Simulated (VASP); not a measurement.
Wanted: the native input for a VASP 6.6.1 run.

* Task: single point
* Functional: PBEsol
* Potentials or basis: VASP PAW PBE potentials, release 64 (Si, Ti_sv)
* Cutoff: 520 eV
* k mesh: 2 × 2 × 2
* Occupations: fermi-dirac, width 0.05 eV
* Spin: no spin polarisation
* Dipole correction: no
* Further INCAR settings: LREAL = Auto; ALGO = Normal; EDIFF = 1e-06; NBANDS = 52

The structure of TiSi16 (a cell with a defect) lies in POSCAR:

```
TiSi16
1.0
    0.0000000000      5.4300000000      5.4300000000
    5.4300000000      0.0000000000      5.4300000000
    5.4300000000      5.4300000000      0.0000000000
Si Ti
16 1
Direct
   -0.0031824583      0.0032535604     -0.0032879565
    0.1211136533      0.1365710347      0.1210718883
   -0.0032105587      0.0029862728      0.5030143106
    0.1296167103      0.1230716216      0.6234254530
    0.0000354003      0.4999919897      0.0000460450
    0.1211641442      0.6210791332      0.1211569312
   -0.0031074165      0.4963432473      0.5034141645
    0.1211536377      0.6209701897      0.6366566912
    0.5030634951      0.0030415716     -0.0033156000
    0.6235191897      0.1230887188      0.1295093869
    0.5000549564     -0.0004877290      0.4999489202
    0.6235128504      0.1230227189      0.6234154463
    0.5034386621      0.4963685145     -0.0031877474
    0.6366566893      0.6209956253      0.1211373517
    0.5032419887      0.4962693982      0.5032481106
    0.6235619618      0.6290648312      0.6234851647
    0.2500433944      0.7497250009      0.2499896397
```

One way to write it, as run:

INCAR

```
ALGO = Normal
EDIFF = 1E-6
ENCUT = 520
GGA = PS
ISIF = 2
ISMEAR = -1
LASPH = True
LCHARG = False
LREAL = Auto
LWAVE = False
NBANDS = 52
NELM = 60
PREC = Accurate
SIGMA = 0.05
```

KPOINTS

```
k-points
0
Gamma
  2 2 2
```

Potentials or basis: VASP PAW PBE potentials, release 64 (Si, Ti_sv).

The run is started by

```console
$ cat potpaw_PBE.64/Si/POTCAR potpaw_PBE.64/Ti_sv/POTCAR > POTCAR
$ mpirun -np 1 vasp_std > vasp.out
```

Results of the run:

```
Pressure               : 2.1 GPa
Largest force          : 0.025 eV/Å
Band gap on the k mesh : zero (band 38 reaches 6.86 eV, above the bottom of band 39 at 6.45 eV)
```

Caveat: the k points lie up to 0.50 Å⁻¹ apart; the PAW data sets were made with another functional, which shifts forces and pressure a little.

Wall time 2.4 min on 1 thread of Intel(R) Xeon(R) 6975P-C (Granite Rapids) (shared host), peak memory 0.48 GiB.
